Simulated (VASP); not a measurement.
# Al3Cu2 (P-3m1) in VASP: a series of runs

Al3Cu2 is run at these levels: PBEsol; tasks: single point.

Program: VASP 6.6.1. These are calculated values, not measurements. Logs are shortened: lines on timing, memory, paths and dates and some standing lists are left out, and cuts for length are marked.

### Step 1. The cell of the first run

Symmetry: P-3m1, No. 164, trigonal system. The conventional cell has a = 4.092 Å, b = 4.092 Å, c = 4.993 Å, α = 90.00°, β = 90.00°, γ = 120.00°. Al (site symmetry -3m) has 6 Cu at 2.49 Å and 6 Al at 2.94 Å within 3.3 Å. Within 3.2 Å of Al (site symmetry 3m) lie 5 Cu at 2.44 to 2.55 Å and 6 Al at 2.80 to 2.94 Å. Within 3.2 Å of Cu (site symmetry 3m) lie 8 Al at 2.44 to 2.55 Å and 3 Cu at 2.85 Å.

### Step 2. Single point, PBEsol

The input, INCAR:

```
PREC     = Accurate       # precision mode
ENCUT    = 520            # plane-wave cutoff, eV
EDIFF    = 1E-6           # SCF threshold, eV
ISMEAR   = -1             # smearing method
SIGMA    = 0.01           # smearing width, eV
LREAL    = F              # projectors in reciprocal space
LASPH    = T              # aspherical terms in the spheres
NELM     = 60             # most SCF steps
ALGO     = Normal         # electronic algorithm
ISIF     = 2              # what is computed and relaxed
LWAVE    = F              # write WAVECAR
LCHARG   = T              # write CHGCAR
GGA      = PS             # functional
LELF     = T              # ELF
LVHAR    = T            
NBANDS   = 24             # bands
```

The input, KPOINTS:

```
regular mesh
0
Gamma
  6 6 5
```

The input, POSCAR:

```
Al3Cu2
1.0
    4.0919516400      0.0000000000      0.0000000000
   -2.0459758200      3.5437340700      0.0000000000
    0.0000000000      0.0000000000      4.9927787000
Al Cu
3 2
Direct
    0.0000000000      0.0000000000      0.0000000000
    0.3333333300      0.6666666700      0.3499253500
    0.6666666700      0.3333333300      0.6500746500
    0.3333333300      0.6666666700      0.8395121300
    0.6666666700      0.3333333300      0.1604878700
```

Potentials or basis: VASP PAW PBE potentials, release 64 (Al, Cu).

Started as:

```
cat potpaw_PBE.64/Al/POTCAR potpaw_PBE.64/Cu/POTCAR > POTCAR
mpirun -np 1 vasp_std > vasp.out
```

OUTCAR:

```text
PREC = Accurate
   ENCUT = 520
   EDIFF = 1E-6
   ISMEAR = -1
   LREAL = F
   LASPH = T
   NELM = 60
   ISIF = 2
   GGA = PS

 ion  position               nearest neighbor table
   1  0.000  0.000  0.000-   4 2.49   5 2.49   4 2.49   5 2.49   5 2.49   4 2.49   2 2.94   3 2.94
                             2 2.94   3 2.94   2 2.94   3 2.94
   2  0.333  0.667  0.350-   4 2.44   5 2.54   5 2.54   5 2.54   4 2.55   3 2.80   3 2.80   3 2.80
                             1 2.94   1 2.94   1 2.94
   3  0.667  0.333  0.650-   5 2.44   4 2.54   4 2.54   4 2.54   5 2.55   2 2.80   2 2.80   2 2.80
                             1 2.94   1 2.94   1 2.94
   4  0.333  0.667  0.840-   2 2.44   1 2.49   1 2.49   1 2.49   3 2.54   3 2.54   3 2.54   2 2.55

   5  0.667  0.333  0.160-   3 2.44   1 2.49   1 2.49   1 2.49   2 2.54   2 2.54   2 2.54   3 2.55

  LATTYP: Found a hexagonal cell.
 ALAT       =     4.0919516400
 C/A-ratio  =     1.2201460670

  Lattice vectors:

 A1 = (   4.0919516400,   0.0000000000,   0.0000000000)
 A2 = (  -2.0459758200,   3.5437340700,   0.0000000000)
 A3 = (   0.0000000000,   0.0000000000,   4.9927787000)

Analysis of symmetry for initial positions (statically):
=====================================================================
 Subroutine PRICEL returns:
 Original cell was already a primitive cell.

 Routine SETGRP: Setting up the symmetry group for a
 hexagonal supercell.

 Subroutine GETGRP returns: Found 12 space group operations
 (whereof 12 operations were pure point group operations)
 out of a pool of 24 trial point group operations.

The static configuration has the point symmetry D_3d.

Analysis of symmetry for dynamics (positions and initial velocities):
=====================================================================
 Subroutine PRICEL returns:
 Original cell was already a primitive cell.

 Routine SETGRP: Setting up the symmetry group for a
 hexagonal supercell.

 Subroutine GETGRP returns: Found 12 space group operations
 (whereof 12 operations were pure point group operations)
 out of a pool of 24 trial point group operations.

The dynamic configuration has the point symmetry D_3d.

 Subroutine INISYM returns: Found 12 space group operations
 (whereof 12 operations are pure point group operations),
 and found     1 'primitive' translations

----------------------------------------------------------------------------------------

                                     Primitive cell

  volume of cell :      72.3992

  direct lattice vectors                    reciprocal lattice vectors
     4.091951640  0.000000000  0.000000000     0.244382165  0.141094109  0.000000000
    -2.045975820  3.543734070  0.000000000     0.000000000  0.282188217  0.000000000
     0.000000000  0.000000000  4.992778700     0.000000000  0.000000000  0.200289270

  length of vectors
     4.091951640  4.091951639  4.992778700     0.282188217  0.282188217  0.200289270

  position of ions in fractional coordinates (direct lattice)
     0.000000000  0.000000000  0.000000000
     0.333333330  0.666666670  0.349925350
     0.666666670  0.333333330  0.650074650
     0.333333330  0.666666670  0.839512130
     0.666666670  0.333333330  0.160487870

  ion indices of the primitive-cell ions
   primitive index   ion index
                 1           1
                 2           2
                 3           3
                 4           4
                 5           5

----------------------------------------------------------------------------------------

 KPOINTS: regular mesh

Automatic generation of k-mesh.
 Grid dimensions read from file:
 generate k-points for:    6    6    5

 Generating k-lattice:

  Cartesian coordinates                     Fractional coordinates (reciprocal lattice)
     0.040730361  0.023515685  0.000000000     0.166666667 -0.000000000  0.000000000
     0.000000000  0.047031370  0.000000000     0.000000000  0.166666667  0.000000000
     0.000000000  0.000000000  0.040057854     0.000000000  0.000000000  0.200000000

  Length of vectors
     0.047031370  0.047031370  0.040057854

  Shift w.r.t. Gamma in fractional coordinates (k-lattice)
     0.000000000  0.000000000  0.000000000

 Subroutine IBZKPT returns following result:
 ===========================================

 Found     27 irreducible k-points:

 Following reciprocal coordinates:
            Coordinates               Weight
  0.000000  0.000000  0.000000      1.000000
  0.166667  0.000000  0.000000      6.000000
  0.333333  0.000000  0.000000      6.000000
  0.500000  0.000000  0.000000      3.000000
  0.166667  0.166667  0.000000      6.000000
  0.333333  0.166667  0.000000     12.000000
[... 16 lines left out ...]
  0.500000  0.000000  0.400000      6.000000
  0.166667  0.166667  0.400000     12.000000
 [... further k-points ...]
   k-points           NKPTS =     27   k-points in BZ     NKDIM =     27   number of bands    NBANDS=     24
   number of dos      NEDOS =    301   number of ions     NIONS =      5
   total plane-waves  NPLWV =  36000
   dimension x,y,z NGX =    30 NGY =   30 NGZ =   40
   dimension x,y,z NGXF=    60 NGYF=   60 NGZF=   80
   ions per type =               3   2
   NGX,Y,Z   is equivalent  to a cutoff of  12.19, 12.19, 13.32 a.u.
   NGXF,Y,Z  is equivalent  to a cutoff of  24.38, 24.38, 26.64 a.u.
 SYSTEM =  unknown system
   PREC   = accura    normal or accurate (medium, high low for compatibility)
   ISTART =      0    job   : 0-new  1-cont  2-samecut
   ICHARG =      2    charge: 1-file 2-atom 10-const
   ISPIN  =      1    spin polarized calculation?
   LNONCOLLINEAR =      F non collinear calculations
   LSORBIT =      F    spin-orbit coupling
   LASPH  =      T    aspherical Exc in radial PAW
   ENCUT  =  520.0 eV  38.22 Ry    6.18 a.u.   7.61  7.61  9.28*2*pi/ulx,y,z
   NELM   =     60;   NELMIN=  2; NELMDL= -5     # of ELM steps
   EDIFF  = 0.1E-05   stopping-criterion for ELM
   LREAL  =      F    real-space projection
   EDIFFG = 0.1E-04   stopping-criterion for IOM
   NSW    =      0    number of steps for IOM
   IBRION =     -1    ionic relax: 0-MD 1-quasi-New 2-CG
   NFREE  =      0    steps in history (QN), initial steepest desc. (CG)
   ISIF   =      2    stress and relaxation
   ISYM   =      2    0-nonsym 1-usesym 2-fastsym
   POTIM  = 0.5000    time-step for ionic-motion
   TEBEG  =    0.0;   TEEND  =   0.0 temperature during run
   PSTRESS=    0.0 pullay stress
   NELECT =      31.0000    total number of electrons
   NUPDOWN=      -1.0000    fix difference up-down
   EMIN   =  10.00;   EMAX   =-10.00  energy-range for DOS
   EFERMI =   0.00;   METHOD = LEGACY
   ISMEAR =    -1;   SIGMA  =   0.01  broadening in eV -4-tet -1-fermi 0-gaus
   EFERMI_NEDOS =   21; number of points for ismear=-14 and -15
   IALGO  =     38    algorithm
   IMIX   =      4    mixing-type and parameters
     AMIX     =   0.40;   BMIX     =  1.00
     AMIX_MAG =   1.60;   BMIX_MAG =  1.00
  volume/ion in A,a.u.               =      14.48        97.71
  Fermi-wavevector in a.u.,A,eV,Ry     =   1.233912  2.331755 20.715388  1.522538
  Thomas-Fermi vector in A             =   2.368623
   LORBIT       =      0    0 simple, 1 ext, 2 COOP (PROOUT), +10 PAW based schemes
   GGA     = PS    functional components
   LHFCALC =     F    Hartree Fock is set to
   AEXX    =    0.0000 exact exchange contribution
   IVDW    =     0    specifies the selected vdW correction
   LEPSILON=     F    determine dielectric tensor
   LRPA    =     F    only Hartree local field effects (RPA)
 non-spin polarized calculation
  energy-cutoff  :      520.00
  volume of cell :       72.40
 maximum number of plane-waves:      1974
   NGX = 15   NGY = 15   NGZ = 19

 number of electron      30.9999996 magnetization

 Free energy of the ion-electron system (eV)
  ---------------------------------------------------
  ext. energy  EPLUGINS =         0.00000000
  ---------------------------------------------------
  free energy    TOTEN  =       -21.70927917 eV

  energy without entropy =      -21.70828370  energy(sigma->0) =      -21.70878144

 E-fermi :   8.3678     XC(G=0): -11.0713

 val. band max:        8.3638167379   @ k =   0.3333   0.0000   0.0000
 cond. band min:       8.3733439292   @ k =   0.5000   0.0000   0.2000
 fundamental gap:      0.0095271914
 Fermi energy:         8.3678389852

 k-point     1 :       0.0000    0.0000    0.0000
  band No.  band energies     occupation
      1      -2.9554      2.00000
      2       1.8659      2.00000
      3       2.4045      2.00000
      4       2.9602      2.00000
      5       2.9602      2.00000
      6       3.3144      2.00000
[... 16 lines left out ...]
     23      14.1561      0.00000
     24      14.1561      0.00000

 k-point     2 :       0.1667    0.0000    0.0000
  band No.  band energies     occupation
      1      -2.6258      2.00000
      2       2.0205      2.00000
      3       2.3637      2.00000
      4       3.0192      2.00000
      5       3.0581      2.00000
      6       3.2515      2.00000
[... 16 lines left out ...]
     23      13.5239      0.00000
     24      13.8744      0.00000

 k-point     3 :       0.3333    0.0000    0.0000
  band No.  band energies     occupation
      1      -1.6591      2.00000
      2       1.6867      2.00000
      3       2.2196      2.00000
      4       2.9406      2.00000
      5       3.2744      2.00000
      6       3.3102      2.00000
[... 16 lines left out ...]
     23      14.3282      0.00000
     24      15.1070      0.00000
[... 514 lines left out ...]
 k-point    23 :       0.5000    0.0000    0.4000
  band No.  band energies     occupation
      1       0.4916      2.00000
      2       0.7881      2.00000
      3       1.5986      2.00000
      4       2.0892      2.00000
      5       2.9851      2.00000
      6       3.3742      2.00000
[... 16 lines left out ...]
     23      15.9582      0.00000
     24      17.5133      0.00000

 k-point    24 :       0.1667    0.1667    0.4000
  band No.  band energies     occupation
      1      -1.1525      2.00000
      2       0.2747      2.00000
      3       2.4733      2.00000
      4       2.8301      2.00000
      5       3.1112      2.00000
      6       3.2555      2.00000
[... 16 lines left out ...]
     23      15.2659      0.00000
     24      15.7145      0.00000

 [... further k-points ...]
[... 5 lines left out ...]
  --------------------------------------------------------------------------------------
  -------------------------------------------------------------------------------------
  Total        0.3302872      0.3302872      0.2204865      0.0000000      0.0000000      0.0000000
  in kB        7.3091754      7.3091754      4.8793117      0.0000000      0.0000000      0.0000000
  external PRESSURE =       6.4992208 kB  Pullay stress =       0.0000000 kB

 VOLUME and BASIS-vectors are now :
 -----------------------------------------------------------------------------
  energy-cutoff  :      520.00
  volume of cell :       72.40
      direct lattice vectors                 reciprocal lattice vectors
     4.091951640  0.000000000  0.000000000     0.244382165  0.141094109  0.000000000
    -2.045975820  3.543734070  0.000000000     0.000000000  0.282188217  0.000000000
     0.000000000  0.000000000  4.992778700     0.000000000  0.000000000  0.200289270

 POSITION                                       TOTAL-FORCE (eV/Angst)
 -----------------------------------------------------------------------------------
      0.00000      0.00000      0.00000         0.000000      0.000000      0.000000
     -0.00000      2.36249      1.74710         0.000000     -0.000000     -0.029890
      2.04598      1.18124      3.24568        -0.000000      0.000000      0.029890
     -0.00000      2.36249      4.19150         0.000000     -0.000000      0.088179
      2.04598      1.18124      0.80128        -0.000000      0.000000     -0.088179
 -----------------------------------------------------------------------------------
    total drift:                                0.000000     -0.000000      0.000000

  FREE ENERGIE OF THE ION-ELECTRON SYSTEM (eV)
  ---------------------------------------------------
  free  energy   TOTEN  =       -21.7092791727 eV

  energy  without entropy=      -21.7082837040  energy(sigma->0) =      -21.70878144
```

Wall time 77 s (1 thread of Intel Xeon 6975P-C, shared host); peak memory 0.2 GiB.

What came out:

| Item | Value |
| --- | --- |
| Free energy | -21.7093 eV |
| Pressure | 0.6 GPa |
| Largest force | 0.088 eV/Å |

Forces on the atoms (eV/Å):
```
Al   0.000  0.000  0.000
Al   0.000  0.000 -0.030
Al   0.000  0.000  0.030
Cu   0.000  0.000  0.088
Cu   0.000  0.000 -0.088
```

Stress tensor (GPa, compression positive):
```
0.73 0.00 0.00
0.00 0.73 0.00
0.00 0.00 0.49
```

Caveat: the PAW data sets were made with another functional, which shifts forces and pressure a little.

### Step 3. Single point, PBEsol

The input, INCAR:

```
ALGO     = Normal         # electronic algorithm
EDIFF    = 1E-6           # SCF threshold, eV
ENCUT    = 520            # plane-wave cutoff, eV
GGA      = PS             # functional
ISIF     = 2              # what is computed and relaxed
ISMEAR   = -1             # smearing method
LASPH    = True           # aspherical terms in the spheres
LCHARG   = True           # write CHGCAR
LELF     = True           # ELF
LREAL    = False          # projectors in reciprocal space
LVHAR    = True         
LWAVE    = False          # write WAVECAR
NBANDS   = 24             # bands
NELM     = 80             # most SCF steps
PREC     = Accurate       # precision mode
SIGMA    = 0.01           # smearing width, eV
```

The input, KPOINTS:

```
k-points
0
Gamma
  8 8 6
```

POSCAR is that of step 2.

Potentials or basis: VASP PAW PBE potentials, release 64 (Al, Cu).

Started as:

```
cat potpaw_PBE.64/Al/POTCAR potpaw_PBE.64/Cu/POTCAR > POTCAR
mpirun -np 1 vasp_std > vasp.out
```

Run time: 2 min. Hardware: 1 thread of Intel Xeon 6975P-C, shared host; peak memory 0.23 GiB.

Results (log left out):

| Quantity | Value |
| --- | --- |
| Free energy | -21.7174 eV |
| Pressure | 0.6 GPa |
| Largest force | 0.066 eV/Å |

Forces in eV/Å, atoms in the order of the input:
```
Al   0.000  0.000  0.000
Al   0.000  0.000  0.056
Al   0.000  0.000 -0.056
Cu   0.000  0.000  0.066
Cu   0.000  0.000 -0.066
```

Stress tensor (GPa, compression positive):
```
0.62 0.00 0.00
0.00 0.62 0.00
0.00 0.00 0.47
```

Levels at points of the mesh, in eV from the Fermi level:
```csv
k point,band 11,band 12,band 13,band 14,band 15,band 16,band 17,band 18,band 19,band 20
"(0.00, 0.00, 0.00)",-4.10,-3.66,-3.59,-0.13,-0.13,1.38,1.38,2.58,2.93,5.36
"(0.50, 0.00, 0.00)",-4.25,-4.06,-3.00,-2.96,-2.53,-0.76,-0.04,0.42,3.03,3.86
"(0.00, 0.00, 0.50)",-4.14,-4.14,1.24,1.24,1.37,1.37,1.82,2.47,2.47,2.49
"(0.50, 0.00, 0.50)",-4.28,-4.17,-4.10,-3.49,-1.72,-0.13,0.80,0.98,5.16,5.32
```

Caveat: the PAW data sets were made with another functional, which shifts forces and pressure a little.
